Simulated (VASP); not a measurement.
# SrV3: single point with PBE

SrV3:

```xyz
4
Lattice="4.2102 0.0000 0.0000 0.0000 4.2102 0.0000 0.0000 0.0000 4.2102" Properties=species:S:1:pos:R:3 pbc="T T T"
Sr    0.0000    0.0000    0.0000
V     0.0000    2.1051    2.1051
V     2.1051    0.0000    2.1051
V     2.1051    2.1051    0.0000
```

```json
{
 "Program": "VASP 6.6.1",
 "Task": "single point",
 "Functional": "PBE",
 "Potentials or basis": "VASP PAW PBE potentials, release 64 (Sr_sv, V_sv)",
 "Cutoff": "520 eV",
 "k mesh": "4 × 4 × 4",
 "Occupations": "gaussian, width 0.1 eV",
 "Spin": "collinear spin, ferromagnetic start",
 "Starting moments": "[0.0, 0.53, 0.53, 0.53] μB",
 "Dipole correction": "no",
 "Further INCAR settings": "ALGO = Fast; EDIFF = 1e-07; NBANDS = 36"
}
```

| Property | Result |
| --- | --- |
| Pressure | 0.0 GPa |
| Net moment | 1.82 μB per cell |
| Site moments | Sr +0.05; V +0.50 μB |
| Valence electrons inside the program's atomic spheres | Sr 8.35; V 11.38 |

Levels at points of the mesh, in eV from the Fermi level:
Spin up:
```csv
k point,band 22,band 23,band 24,band 25,band 26,band 27,band 28,band 29
"(0.00, 0.00, 0.00)",-1.98,-1.98,0.09,0.09,0.09,1.31,1.31,1.79
"(0.50, 0.00, 0.00)",-0.76,-0.73,-0.73,-0.66,-0.66,0.28,0.53,0.63
"(0.50, 0.50, 0.00)",-0.63,-0.63,-0.61,-0.61,-0.39,-0.23,0.10,0.40
"(0.50, 0.50, 0.50)",-0.31,-0.31,-0.08,0.22,0.22,0.22,0.34,0.34
```
Spin down:
```
           k point  band 21  band 22  band 23  band 24  band 25  band 26
(0.00, 0.00, 0.00)    -1.55    -1.55    -1.55     0.69     0.69     0.69
(0.50, 0.00, 0.00)    -0.88    -0.39    -0.39    -0.18    -0.18    -0.14
(0.50, 0.50, 0.00)    -0.75    -0.34    -0.34    -0.28    -0.28     0.11
(0.50, 0.50, 0.50)     0.02     0.02     0.02     0.07     0.58     0.58
```

Wall time 110 s on 1 thread of Oxide Virtual Turin-like Processor, with other jobs on the host, peak memory 0.19 GiB.

Caveat: the k points lie up to 0.37 Å⁻¹ apart.
